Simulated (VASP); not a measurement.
Wanted: the native input for a VASP 6.6.1 run.

* Task: single point
* Functional: LDA
* Potentials or basis: VASP PAW LDA potentials, release 64 (Cu, As)
* Cutoff: 520 eV
* k mesh: 12 × 12 × 8
* Occupations: gaussian, width 0.15 eV
* Spin: no spin polarisation
* Dipole correction: no
* Further INCAR settings: ALGO = Normal; EDIFF = 1e-07; NBANDS = 24

The structure of CuAs lies in POSCAR:

```
CuAs
1.0
    3.8679000000      0.0000000000      0.0000000000
   -1.9339500000      3.3496996593      0.0000000000
    0.0000000000      0.0000000000      4.5989000000
Cu As
2 2
Direct
    0.0000000000      0.0000000000      0.5000000000
    0.0000000000      0.0000000000      0.0000000000
    0.6666666667      0.3333333333      0.7500000000
    0.3333333333      0.6666666667      0.2500000000
```

One way to write it, as run:

INCAR

```
SYSTEM = CuAs
ALGO = Normal
EDIFF = 1E-7
ENCUT = 520
GGA = CA
ISIF = 2
ISMEAR = 0
LASPH = .TRUE.
LCHARG = .FALSE.
LREAL = .FALSE.
LWAVE = .FALSE.
NBANDS = 24
NELM = 60
PREC = Accurate
SIGMA = 0.15
```

KPOINTS

```
k-points
0
G
  12 12 8
  0 0 0
```

Potentials or basis: VASP PAW LDA potentials, release 64 (Cu, As).

The run is started by

```console
$ cat potpaw_LDA.64/Cu/POTCAR potpaw_LDA.64/As/POTCAR > POTCAR
$ mpirun -np 1 vasp_std > vasp.out
```

It gave:

The pressure is 2.4 GPa and the band gap on the k mesh is zero (band 16 reaches 8.30 eV, above the bottom of band 17 at 6.63 eV).

Run time: 67 s on 1 thread of Intel(R) Xeon(R) 6975P-C (Granite Rapids), on a shared host, peak memory 0.24 GiB.
